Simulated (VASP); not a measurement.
**PtF2: single point with PBE**

PtF2:

```
Pt F
1.0
     2.86199   -3.23702    0.00000
     2.86199    3.23702    0.00000
     0.00000    0.00000    3.12152
Pt F
1 2
Direct
  0.50000 0.50000 0.16041
  0.72418 0.72418 0.66041
  0.27582 0.27582 0.66041
```

The cell was built from a structure type or drawn by symmetry, and may not be a known phase.

```yaml
Program: VASP 6.6.1
Task: single point
Functional: PBE
Potentials_or_basis: VASP PAW PBE potentials, release 64 (Pt_sv_GW, F)
Cutoff: 600 eV
k_mesh: 6 × 6 × 4
Occupations: gaussian, width 0.1 eV
Spin: no spin polarisation
```

```yaml
Pressure: 0.0 GPa
Largest_force: 0.070 eV/Å
Band_gap_on_the_k_mesh: 1.18 eV (least direct gap 1.30 eV)
```

Forces on the atoms (eV/Å):
```
Pt   0.000  0.000  0.000
F    0.070  0.000  0.000
F   -0.070  0.000  0.000
```

Stress tensor (GPa, compression positive):
```
 0.16  0.00  0.00
 0.00 -0.17  0.00
 0.00  0.00  0.03
```

Levels at points of the mesh, in eV from the valence-band top:
| k point | band 13 | band 14 | band 15 | band 16 | band 17 | band 18 | band 19 | band 20 |
| --- | --- | --- | --- | --- | --- | --- | --- | --- |
| (0.00, 0.00, 0.00) | -1.40 | -0.81 | -0.80 | -0.10 | 2.30 | 2.72 | 7.55 | 11.65 |
| (0.50, 0.00, 0.00) | -1.35 | -0.83 | -0.46 | -0.06 | 2.28 | 4.06 | 5.30 | 10.72 |
| (0.50, 0.50, 0.00) | -1.37 | -0.86 | -0.35 | 0.00 | 2.31 | 4.85 | 5.95 | 7.41 |
| (0.00, 0.00, 0.50) | -1.30 | -1.29 | -0.36 | -0.32 | 1.32 | 6.51 | 7.60 | 10.81 |
| (0.50, 0.00, 0.50) | -1.29 | -1.06 | -0.22 | -0.16 | 1.19 | 6.96 | 7.18 | 9.40 |
| (0.50, 0.50, 0.50) | -1.15 | -0.92 | -0.17 | -0.03 | 1.28 | 6.57 | 7.37 | 10.27 |

Wall time 58 s on 1 thread of Intel(R) Xeon(R) Platinum 8488C (Sapphire Rapids), on a shared host, peak memory 0.21 GiB.

Caveat: the k points lie up to 0.50 Å⁻¹ apart; spin-orbit coupling is left out, which moves the levels of the heavy elements. A k mesh can miss the band edges.
